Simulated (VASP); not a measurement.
The system is Cl.

```xyz
1
Lattice="-1.7750 1.7750 1.7750 1.7750 -1.7750 1.7750 1.7750 1.7750 -1.7750" Properties=species:S:1:pos:R:3 pbc="T T T"
Cl    0.0000    0.0000    0.0000
```

* Program: VASP 6.6.1
* Task: relaxation of cell and atoms
* Functional: PBE
* Potentials or basis: VASP PAW PBE potentials, release 64 (Cl)
* Cutoff: 500 eV
* k mesh: 17 × 17 × 17
* Occupations: fermi-dirac, width 0.02 eV
* Spin: no spin polarisation

At the start: pressure -1.4 GPa; volume 22.37 Å³/atom.

**Question.** Where does the relaxation end?

**Answer.** Over 3 steps the energy falls by 5.3 meV/atom and the volume is 21.28 Å³/atom (-4.8 %); space group Im-3m (No. 229, to 0.1 Å) before and after.

Step by step:
| step | energy change (eV) | largest force (eV/Å) | pressure (GPa) | volume (Å³) |
| --- | --- | --- | --- | --- |
| 1 | 0.0000 | 0.0000 | -1.44 | 22.37 |
| 2 | -0.0043 | 0.0000 | -0.66 | 21.72 |
| 3 | -0.0053 | 0.0000 | -0.04 | 21.28 |

Final structure:
```xyz
1
Lattice="-1.7458 1.7458 1.7458 1.7458 -1.7458 1.7458 1.7458 1.7458 -1.7458" Properties=species:S:1:pos:R:3 pbc="T T T"
Cl    0.0000    0.0000    0.0000
```

Caveat: an odd number of electrons without spin polarisation forces a metal; a magnetic or distorted state may lie lower.
